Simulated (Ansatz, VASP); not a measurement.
# Te: VASP beside Ansatz

Contents of INCAR:

```
SYSTEM = Te
  ALGO = Normal
  EDIFF = 1E-6
  ENCUT = 520
  GGA = PE
  ISIF = 2
  ISMEAR = 0
  IVDW = 12
  LASPH = .True.
  LCHARG = .True.
  LELF = .True.
  LREAL = .False.
  LVHAR = .True.
  LWAVE = .False.
  NBANDS = 16
  NELM = 60
  PREC = Accurate
  SIGMA = 0.1
```

KPOINTS

```
k-points
0
Gamma
  9 9 6
  0 0 0
```

Contents of POSCAR:

```
Te
1.0
    4.3181152236      0.0000000000      0.0000000000
   -2.1590576118      3.7395974801      0.0000000000
    0.0000000000      0.0000000000      5.9667206251
Te
3
Direct
    0.0000000000      0.2846813401      0.1666666667
    0.7153186599      0.7153186599      0.8333333333
    0.2846813401      0.0000000000      0.5000000000
```

Input for Ansatz:

```yaml
crystal:
  lattice:
    - [4.3181152236, 0.0, 0.0]
    - [-2.1590576118, 3.7395974801, 0.0]
    - [0.0, 0.0, 5.9667206251]
  atoms:
    - { symbol: Te, position: [0.0, 0.2846813401, 0.1666666667] }
    - { symbol: Te, position: [0.7153186599, 0.7153186599, 0.8333333333] }
    - { symbol: Te, position: [0.2846813401, 0.0, 0.5] }
basis:
  ecutwfc: 420
kpoints:
  mp_grid: { grid: [9, 9, 6] }
hamiltonian:
  xc: pbe
  dispersion: d3bj
scf:
  occupations: { method: gaussian, width: 0.1 }
output:
  forces: true
  stress: true
  eigenvalues: true
```

Alike in both runs: task single point; functional PBE; dispersion D3(BJ); k mesh 9 × 9 × 6; occupations gaussian, width 0.1 eV; no spin polarisation.

```csv
,VASP,Ansatz
version,VASP 6.6.1,Ansatz 0.2.0
potentials or method,"VASP PAW PBE potentials, release 64 (Te), cutoff 520 eV","scalar-relativistic, plane waves, PAW"
valence electrons in the cell,18,48
```

|  | VASP | Ansatz | Ansatz less VASP |
| --- | --- | --- | --- |
| gap on the k mesh at the Fermi level (eV) | none | none | - |
| pressure (GPa) | 0.0 | 0.0 | +0.01 |
| traceless stress, the component that is largest in VASP (GPa) | 0.06 | 0.04 | -0.018 |
| rms of the force components (eV/Å) | 0.005 | 0.000 | -0.0048 |

Atom by atom the forces differ by 0.005 eV/Å (rms over components). A gap of «none» marks a metal or a gap that the smearing closes. VASP's potentials hold 18 valence electrons a cell and Ansatz's 48, so a difference there can come from the potentials and not from the codes.

Neither program's run includes spin-orbit coupling.
